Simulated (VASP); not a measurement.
Input of a VASP 6.6.1 run:

The input INCAR:

```
SYSTEM = Na
PREC     = Accurate       ! precision mode
ENCUT    = 520            ! plane-wave cutoff, eV
EDIFF    = 1E-7           ! SCF threshold, eV
ISMEAR   = 0              ! smearing method
SIGMA    = 0.1            ! smearing width, eV
LREAL    = .FALSE.        ! projectors in reciprocal space
LASPH    = .TRUE.         ! aspherical terms in the spheres
NELM     = 60             ! most SCF steps
ALGO     = Fast           ! electronic algorithm
ISIF     = 2              ! what is computed and relaxed
LWAVE    = .FALSE.        ! write WAVECAR
LCHARG   = .FALSE.        ! write CHGCAR
GGA      = PS             ! functional
NBANDS   = 10             ! bands
```

Contents of KPOINTS:

```
regular mesh
0
G
  14 14 14
  0 0 0
```

The input POSCAR:

```
Na
1.0
   -2.0842858562      2.0842858562      2.0842858562
    2.0842858562     -2.0842858562      2.0842858562
    2.0842858562      2.0842858562     -2.0842858562
Na
1
Direct
    0.0000000000      0.0000000000      0.0000000000
```

Potentials or basis: VASP PAW PBE potentials, release 64 (Na_pv).

The run is started by

```console
$ cat potpaw_PBE.64/Na_pv/POTCAR > POTCAR
$ mpirun -np 1 vasp_std > vasp.out
```

Predict the pressure.

0.1 GPa.

Caveat: the PAW data sets were made with another functional, which shifts forces and pressure a little.
